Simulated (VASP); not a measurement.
# Ba2In3Au (P1) in VASP: a series of runs

Runs on Ba2In3Au. Level: LDA. Tasks: single point.

Everything below comes from runs of VASP 6.6.1. Logs are shortened: lines on timing, memory, paths and dates and some standing lists are left out, and cuts for length are marked.

### 1 The cell of the first run

The typed cell holds 12 atoms: a = 12.020 Å, b = 5.125 Å, c = 8.425 Å, α = 90.00°, β = 47.87°, γ = 90.00°.

### 2 Single point, LDA

Contents of INCAR:

```
  ALGO = Normal
  EDIFF = 1E-6
  ENCUT = 520
  ISIF = 2
  ISMEAR = -1
  LASPH = True
  LCHARG = False
  LREAL = False
  LWAVE = False
  NBANDS = 82
  NELM = 80
  PREC = Accurate
  SIGMA = 0.3
```

Contents of KPOINTS:

```
k-points
0
Gamma
  2 3 2
```

Contents of POSCAR:

```
Ba2In3Au
1.0
  -12.0199200000      0.0000000000      0.0000000000
    0.0000000000     -5.1246220000      0.0000000000
   -5.6515350000      0.0000000000      6.2479830000
Ba In Au
4 6 2
Direct
    0.5476450021      0.5272584007      0.6599889916
    0.4660888404      0.5460500306      0.2772254662
    0.0949658460      0.0328024194      0.6697681476
    0.9148326477     -0.1942192029      0.3437269276
    0.2054861626      0.4878018320      0.1824588831
    0.1880754834      0.5439620717      0.8150790423
    0.8434547521      0.5253850918      0.0825866524
    0.6969378213      0.0983682309      0.2572510200
    0.6899811003      0.0342074011      0.8956650490
    0.3614216022      0.0284508789      0.0113316570
    0.8279523579      0.4859870640      0.6909589863
    0.3198516605      0.0263238928      0.7512664487
```

Potentials or basis: VASP PAW LDA potentials, release 64 (Ba_sv, In_d, Au).

Command:

```bash
cat potpaw_LDA.64/Ba_sv/POTCAR potpaw_LDA.64/In_d/POTCAR potpaw_LDA.64/Au/POTCAR > POTCAR
mpirun -np 1 vasp_std > vasp.out
```

OUTCAR:

```text
EDIFF = 1E-6
   ENCUT = 520
   ISIF = 2
   ISMEAR = -1
   LASPH = True
   LREAL = False
   NELM = 80
   PREC = Accurate

 ion  position               nearest neighbor table
   1  0.548  0.527  0.660-   8 3.38  10 3.38  10 3.39  12 3.44  12 3.44   5 3.47  11 3.56   6 3.58
                             4 3.58   7 3.62   8 3.89   2 3.95   9 4.22   9 4.26   2 4.60
   2  0.466  0.546  0.277-   6 3.37   9 3.50   8 3.52   9 3.58   7 3.65   5 3.73  11 3.82   8 3.89
                             1 3.95  12 3.96  10 4.06  12 4.09   3 4.16  10 4.17   3 4.24   1 4.60
   3  0.095  0.033  0.670-  12 3.20   6 3.30   6 3.38   7 3.67   7 3.73   9 3.86  11 3.87   8 3.97
                             5 4.09  10 4.15   2 4.16  11 4.17   2 4.24   5 4.37   4 4.64   4 4.67
   4  0.915  0.806  0.344-  11 2.87   7 3.19   5 3.22   8 3.49   6 3.58   1 3.58   9 3.67  12 4.16
                            10 4.22   3 4.64   3 4.67
   5  0.205  0.488  0.182-  10 2.74  10 3.11   4 3.22   6 3.25   1 3.47  11 3.59   2 3.73  12 3.74
                             3 4.09   3 4.37
   6  0.188  0.544  0.815-  12 2.79  12 2.95   7 3.12   5 3.25   3 3.30   2 3.37   3 3.38   4 3.58
                             1 3.58
   7  0.843  0.525  0.083-   8 2.56   6 3.12   4 3.19   8 3.23  11 3.43   1 3.62   2 3.65   3 3.67
                             3 3.73   9 4.01
   8  0.697  0.098  0.257-   7 2.56   9 3.12   7 3.23   1 3.38   4 3.49   2 3.52  12 3.56   2 3.89
                             1 3.89   3 3.97
   9  0.690  0.034  0.896-  11 2.69   8 3.12  11 3.13  10 3.37   2 3.50   2 3.58   4 3.67   3 3.86
                             7 4.01   1 4.22   1 4.26
  10  0.361  0.028  0.011-  12 2.55   5 2.74   5 3.11   9 3.37   1 3.38   1 3.39   2 4.06   3 4.15
                             2 4.17   4 4.22
  11  0.828  0.486  0.691-   9 2.69   4 2.87   9 3.13   7 3.43   1 3.56   5 3.59   2 3.82   3 3.87
                             3 4.17
  12  0.320  0.026  0.751-  10 2.55   6 2.79   6 2.95   3 3.20   1 3.44   1 3.44   8 3.56   5 3.74
                             2 3.96   2 4.09   4 4.16

  LATTYP: Found a simple monoclinic cell.
 ALAT       =     8.4247931384
 B/A-ratio  =     0.6082786741
 C/A-ratio  =     1.0589607906
 COS(beta)  =    -0.0405276674

  Lattice vectors:

 A1 = (  -5.6515350000,   0.0000000000,   6.2479830000)
 A2 = (   0.0000000000,   5.1246220000,   0.0000000000)
 A3 = (  -6.3683850000,   0.0000000000,  -6.2479830000)

Analysis of symmetry for initial positions (statically):
=====================================================================
 Subroutine PRICEL returns:
 Original cell was already a primitive cell.

 Routine SETGRP: Setting up the symmetry group for a
 simple monoclinic supercell.

 Subroutine GETGRP returns: Found  1 space group operations
 (whereof  1 operations were pure point group operations)
 out of a pool of  4 trial point group operations.

The static configuration has the point symmetry C_1 .

Analysis of symmetry for dynamics (positions and initial velocities):
=====================================================================
 Subroutine PRICEL returns:
 Original cell was already a primitive cell.

 Routine SETGRP: Setting up the symmetry group for a
 simple monoclinic supercell.

 Subroutine GETGRP returns: Found  1 space group operations
 (whereof  1 operations were pure point group operations)
 out of a pool of  4 trial point group operations.

The dynamic configuration has the point symmetry C_1 .

 Subroutine INISYM returns: Found  1 space group operations
 (whereof  1 operations are pure point group operations),
 and found     1 'primitive' translations

----------------------------------------------------------------------------------------

                                     Primitive cell

  volume of cell :     384.8604

  direct lattice vectors                    reciprocal lattice vectors
   -12.019920000  0.000000000  0.000000000    -0.083195229  0.000000000 -0.075253206
     0.000000000 -5.124622000  0.000000000     0.000000000 -0.195136344  0.000000000
    -5.651535000  0.000000000  6.247983000     0.000000000  0.000000000  0.160051652

  length of vectors
    12.019920000  5.124622000  8.424793138     0.112180618  0.195136344  0.160051652

  position of ions in fractional coordinates (direct lattice)
     0.547645002  0.527258401  0.659988992
     0.466088840  0.546050031  0.277225466
     0.094965846  0.032802419  0.669768148
     0.914832648  0.805780797  0.343726928
     0.205486163  0.487801832  0.182458883
     0.188075483  0.543962072  0.815079042
     0.843454752  0.525385092  0.082586652
     0.696937821  0.098368231  0.257251020
     0.689981100  0.034207401  0.895665049
     0.361421602  0.028450879  0.011331657
     0.827952358  0.485987064  0.690958986
     0.319851660  0.026323893  0.751266449

  ion indices of the primitive-cell ions
   primitive index   ion index
                 1           1
                 2           2
                 3           3
                 4           4
                 5           5
                 6           6
                 7           7
                 8           8
                 9           9
                10          10
                11          11
                12          12

----------------------------------------------------------------------------------------

 KPOINTS: k-points

Automatic generation of k-mesh.
 Grid dimensions read from file:
 generate k-points for:    2    3    2

 Generating k-lattice:

  Cartesian coordinates                     Fractional coordinates (reciprocal lattice)
    -0.041597615  0.000000000 -0.037626603     0.500000000  0.000000000  0.000000000
     0.000000000 -0.065045448  0.000000000     0.000000000  0.333333333  0.000000000
     0.000000000  0.000000000  0.080025826     0.000000000  0.000000000  0.500000000

  Length of vectors
     0.056090309  0.065045448  0.080025826

  Shift w.r.t. Gamma in fractional coordinates (k-lattice)
     0.000000000  0.000000000  0.000000000

 Subroutine IBZKPT returns following result:
 ===========================================

 Found      8 irreducible k-points:

 Following reciprocal coordinates:
            Coordinates               Weight
  0.000000  0.000000  0.000000      1.000000
  0.500000  0.000000  0.000000      1.000000
  0.000000  0.333333  0.000000      2.000000
  0.500000  0.333333  0.000000      2.000000
  0.000000  0.000000  0.500000      1.000000
  0.500000  0.000000  0.500000      1.000000
  0.000000  0.333333  0.500000      2.000000
  0.500000  0.333333  0.500000      2.000000
   k-points           NKPTS =      8   k-points in BZ     NKDIM =      8   number of bands    NBANDS=     82
   number of dos      NEDOS =    301   number of ions     NIONS =     12
   total plane-waves  NPLWV = 230400
   dimension x,y,z NGX =    90 NGY =   40 NGZ =   64
   dimension x,y,z NGXF=   180 NGYF=   80 NGZF=  128
   ions per type =               4   6   2
   NGX,Y,Z   is equivalent  to a cutoff of  12.45, 12.98, 12.63 a.u.
   NGXF,Y,Z  is equivalent  to a cutoff of  24.90, 25.95, 25.26 a.u.
 SYSTEM =  unknown system
   PREC   = accura    normal or accurate (medium, high low for compatibility)
   ISTART =      0    job   : 0-new  1-cont  2-samecut
   ICHARG =      2    charge: 1-file 2-atom 10-const
   ISPIN  =      1    spin polarized calculation?
   LNONCOLLINEAR =      F non collinear calculations
   LSORBIT =      F    spin-orbit coupling
   LASPH  =      T    aspherical Exc in radial PAW
   ENCUT  =  520.0 eV  38.22 Ry    6.18 a.u.  22.35  9.53 15.66*2*pi/ulx,y,z
   NELM   =     80;   NELMIN=  2; NELMDL= -5     # of ELM steps
   EDIFF  = 0.1E-05   stopping-criterion for ELM
   LREAL  =      F    real-space projection
   EDIFFG = 0.1E-04   stopping-criterion for IOM
   NSW    =      0    number of steps for IOM
   IBRION =     -1    ionic relax: 0-MD 1-quasi-New 2-CG
   NFREE  =      0    steps in history (QN), initial steepest desc. (CG)
   ISIF   =      2    stress and relaxation
   ISYM   =      2    0-nonsym 1-usesym 2-fastsym
   POTIM  = 0.5000    time-step for ionic-motion
   TEBEG  =    0.0;   TEEND  =   0.0 temperature during run
   PSTRESS=    0.0 pullay stress
   NELECT =     140.0000    total number of electrons
   NUPDOWN=      -1.0000    fix difference up-down
   EMIN   =  10.00;   EMAX   =-10.00  energy-range for DOS
   EFERMI =   0.00;   METHOD = LEGACY
   ISMEAR =    -1;   SIGMA  =   0.30  broadening in eV -4-tet -1-fermi 0-gaus
   EFERMI_NEDOS =   21; number of points for ismear=-14 and -15
   IALGO  =     38    algorithm
   IMIX   =      4    mixing-type and parameters
     AMIX     =   0.40;   BMIX     =  1.00
     AMIX_MAG =   1.60;   BMIX_MAG =  1.00
  volume/ion in A,a.u.               =      32.07       216.43
  Fermi-wavevector in a.u.,A,eV,Ry     =   1.168646  2.208421 18.581942  1.365734
  Thomas-Fermi vector in A             =   2.305130
   LORBIT       =      0    0 simple, 1 ext, 2 COOP (PROOUT), +10 PAW based schemes
   GGA     = CA    functional components
   LHFCALC =     F    Hartree Fock is set to
   AEXX    =    0.0000 exact exchange contribution
   IVDW    =     0    specifies the selected vdW correction
   LEPSILON=     F    determine dielectric tensor
   LRPA    =     F    only Hartree local field effects (RPA)
 non-spin polarized calculation
  energy-cutoff  :      520.00
  volume of cell :      384.86
 maximum number of plane-waves:     10410
 NGX is ok and might be reduce to    90
   NGX = 45   NGY = 19   NGZ = 31

 number of electron     139.9999999 magnetization

 Free energy of the ion-electron system (eV)
  ---------------------------------------------------
  ext. energy  EPLUGINS =         0.00000000
  ---------------------------------------------------
  free energy    TOTEN  =       -41.86284057 eV

  energy without entropy =      -39.69910163  energy(sigma->0) =      -40.78097110

 E-fermi :   4.6828     XC(G=0):  -9.6702

 val. band max:        4.6743022007   @ k =   0.0000   0.0000   0.5000
 cond. band min:       4.7117736489   @ k =   0.0000   0.3333   0.0000
 fundamental gap:      0.0374714483
 Fermi energy:         4.6827955515

 k-point     1 :       0.0000    0.0000    0.0000
  band No.  band energies     occupation
      1     -23.5029      2.00000
      2     -23.4256      2.00000
      3     -23.3148      2.00000
      4     -23.2184      2.00000
      5     -10.3219      2.00000
      6     -10.0376      2.00000
[... 74 lines left out ...]
     81       7.0623      0.00072
     82       7.2068      0.00044

 k-point     2 :       0.5000    0.0000    0.0000
  band No.  band energies     occupation
      1     -23.5027      2.00000
      2     -23.4259      2.00000
      3     -23.3143      2.00000
      4     -23.2188      2.00000
      5     -10.3219      2.00000
      6     -10.0483      2.00000
[... 74 lines left out ...]
     81       7.1279      0.00058
     82       7.2967      0.00033
[... 423 lines left out ...]
     81       7.3120      0.00031
     82       7.8498      0.00005

 k-point     8 :       0.5000    0.3333    0.5000
  band No.  band energies     occupation
      1     -23.4977      2.00000
      2     -23.4261      2.00000
      3     -23.3119      2.00000
      4     -23.2183      2.00000
      5     -10.3493      2.00000
      6     -10.0783      2.00000
[... 74 lines left out ...]
     81       7.5927      0.00012
     82       7.6348      0.00011

------------------------ aborting loop because EDIFF is reached ----------------------------------------

  FORCE on cell =-STRESS in cart. coord.  units (eV):
  Direction    XX          YY          ZZ          XY          YZ          ZX
  --------------------------------------------------------------------------------------
  -------------------------------------------------------------------------------------
  Total       -0.0541726      1.0651639      1.5230488     -0.1688414      1.4111225     -0.8894353
  in kB       -0.2255208      4.4342867      6.3404658     -0.7028881      5.8745154     -3.7027268
  external PRESSURE =       3.5164105 kB  Pullay stress =       0.0000000 kB

 VOLUME and BASIS-vectors are now :
 -----------------------------------------------------------------------------
  energy-cutoff  :      520.00
  volume of cell :      384.86
      direct lattice vectors                 reciprocal lattice vectors
   -12.019920000  0.000000000  0.000000000    -0.083195229  0.000000000 -0.075253206
     0.000000000 -5.124622000  0.000000000     0.000000000 -0.195136344  0.000000000
    -5.651535000  0.000000000  6.247983000     0.000000000  0.000000000  0.160051652

 POSITION                                       TOTAL-FORCE (eV/Angst)
 -----------------------------------------------------------------------------------
    -10.31260     -2.70200      4.12360        -0.273695     -0.105222      0.103660
     -7.16910     -2.79830      1.73210         0.141010     -0.155241     -0.616276
     -4.92670     -0.16810      4.18470         1.259836     -0.108313     -0.244383
    -12.93880     -4.12932      2.14760        -0.350657     -1.713456     -0.478293
     -3.50110     -2.49980      1.14000         0.010260     -0.297162      0.544670
     -6.86710     -2.78760      5.09260        -0.521250      0.478126      0.767277
    -10.60500     -2.69240      0.51600         0.050143     -1.368989     -1.438113
     -9.83100     -0.50410      1.60730         0.885014      2.170509      0.434327
    -13.35540     -0.17530      5.59610         0.128643      0.430076     -0.147969
     -4.40830     -0.14580      0.07080        -1.380327      0.737035      1.146761
    -13.85690     -2.49050      4.31710        -0.647358      0.166459      1.000715
     -8.09040     -0.13490      4.69390         0.698382     -0.233821     -1.072375
 -----------------------------------------------------------------------------------
    total drift:                               -0.000586      0.000272     -0.000033

  FREE ENERGIE OF THE ION-ELECTRON SYSTEM (eV)
  ---------------------------------------------------
  free  energy   TOTEN  =       -41.8628405721 eV

  energy  without entropy=      -39.6991016343  energy(sigma->0) =      -40.78097110
```

Wall time 6.8 min (1 thread of Intel Xeon Platinum 8259CL at 2.50GHz (Skylake/Cascade Lake), shared host); peak memory 0.51 GiB.

What came out:

| Item | Value |
| --- | --- |
| Free energy | -41.8628 eV |
| Pressure | 0.4 GPa |
| Largest force | 2.384 eV/Å |
| Band gap on the k mesh | zero (bands 70 and 71 overlap by 0.03 eV) |

Forces in eV/Å, atoms in the order of the input:
```
Ba  -0.274 -0.105  0.104
Ba   0.141 -0.155 -0.616
Ba   1.260 -0.108 -0.244
Ba  -0.351 -1.713 -0.478
In   0.010 -0.297  0.545
In  -0.521  0.478  0.767
In   0.050 -1.369 -1.438
In   0.885  2.171  0.434
In   0.129  0.430 -0.148
In  -1.380  0.737  1.147
Au  -0.647  0.166  1.001
Au   0.698 -0.234 -1.072
```

Stress tensor (GPa, compression positive):
```
-0.02 -0.07 -0.37
-0.07  0.44  0.59
-0.37  0.59  0.63
```

Caveat: the k points lie up to 0.41 Å⁻¹ apart; so wide a smearing shifts energies and pressures; spin-orbit coupling is left out, which moves the levels of the heavy elements; forces of over 1 eV/Å act on the atoms, so gaps and moduli don't describe the material at rest.

[end of part 1 of 2]

The gap in the log of VASP goes by the Fermi energy; the results here count the filled bands.